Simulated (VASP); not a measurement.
## AlN: single point with LDA

Crystal: AlN.

```xyz
4
Lattice="3.0981 0.0000 0.0000 -1.5490 2.6830 0.0000 0.0000 0.0000 4.9613" Properties=species:S:1:pos:R:3 pbc="T T T"
Al    0.0000    1.7887   -0.0045
Al    1.5490    0.8943    2.4761
N     0.0000    1.7887    1.8898
N     1.5490    0.8943    4.3704
```

```yaml
Program: VASP 6.6.1
Task: single point
Functional: LDA
Potentials_or_basis: VASP PAW LDA potentials, release 64 (Al, N)
Cutoff: 520 eV
k_mesh: 8 × 8 × 4
Occupations: gaussian, width 0.01 eV
Spin: no spin polarisation
Dipole_correction: no
Further_INCAR_settings: ALGO = Normal; EDIFF = 1e-06; NBANDS = 16
```

| Quantity | Value |
| --- | --- |
| Pressure | -1.4 GPa |
| Band gap on the k mesh | 4.34 eV, direct |

Levels at points of the mesh, in eV from the valence-band top:
| k point | band 5 | band 6 | band 7 | band 8 | band 9 | band 10 | band 11 | band 12 |
| --- | --- | --- | --- | --- | --- | --- | --- | --- |
| (0.00, 0.00, 0.00) | -0.88 | -0.22 | -0.22 | 0.00 | 4.34 | 6.66 | 10.58 | 11.04 |
| (0.50, 0.00, 0.00) | -3.41 | -2.13 | -1.82 | -0.70 | 5.70 | 5.70 | 8.19 | 10.23 |
| (0.00, 0.00, 0.50) | -0.56 | -0.56 | -0.56 | -0.56 | 6.53 | 6.53 | 10.24 | 10.24 |
| (0.50, 0.00, 0.50) | -1.49 | -1.49 | -1.39 | -1.39 | 5.23 | 5.23 | 9.15 | 9.15 |

Run time: 5.5 s on 1 thread of Intel(R) Xeon(R) 6975P-C (Granite Rapids), on a shared host, peak memory 0.14 GiB.

LDA gaps usually lie below the measured ones, often by a third to a half.
